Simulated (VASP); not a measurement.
## C: single point with PBE

Crystal: C.

```xyz
4
Lattice="1.3196 -2.2358 0.0000 1.3196 2.2358 0.0000 0.0000 0.0000 8.7070" Properties=species:S:1:pos:R:3 pbc="T T T"
C     1.3196    1.8632    6.5329
C     1.3196   -0.3726    2.1741
C     1.3196   -1.8632    2.1741
C     1.3196    0.3726    6.5329
```

This cell differs from its parent crystal: normal strain along x +0.0700, normal strain along y +0.0467.

* Program: VASP 6.6.1
* Task: single point
* Functional: PBE
* Potentials or basis: VASP PAW PBE potentials, release 64 (C)
* Cutoff: 520 eV
* k mesh: 18 × 18 × 6
* Occupations: gaussian, width 0.15 eV
* Spin: no spin polarisation
* Dipole correction: no
* Further INCAR settings: ALGO = Normal; EDIFF = 1e-06; NBANDS = 16

| Property | Result |
| --- | --- |
| Pressure | -27.7 GPa |
| Largest force | 0.040 eV/Å |

Forces in eV/Å, atoms in the order of the input:
```
C    0.000 -0.040  0.000
C    0.000 -0.040  0.000
C    0.000  0.040  0.000
C    0.000  0.040  0.000
```

Stress tensor (GPa, compression positive):
```
-47.02   0.00   0.00
  0.00 -36.08   0.00
  0.00   0.00  -0.01
```

Run time: 98 s on 1 thread of Intel(R) Xeon(R) 6975P-C (Granite Rapids), with other jobs on the host, peak memory 0.32 GiB.

Caveat: the cell differs from its parent crystal (normal strain along x +0.0700, normal strain along y +0.0467); the stress differs along the axes, from -47 to -0 GPa; this functional lacks dispersion, which binds layers or chains, so the pressure and a relaxed spacing across them are unreliable.
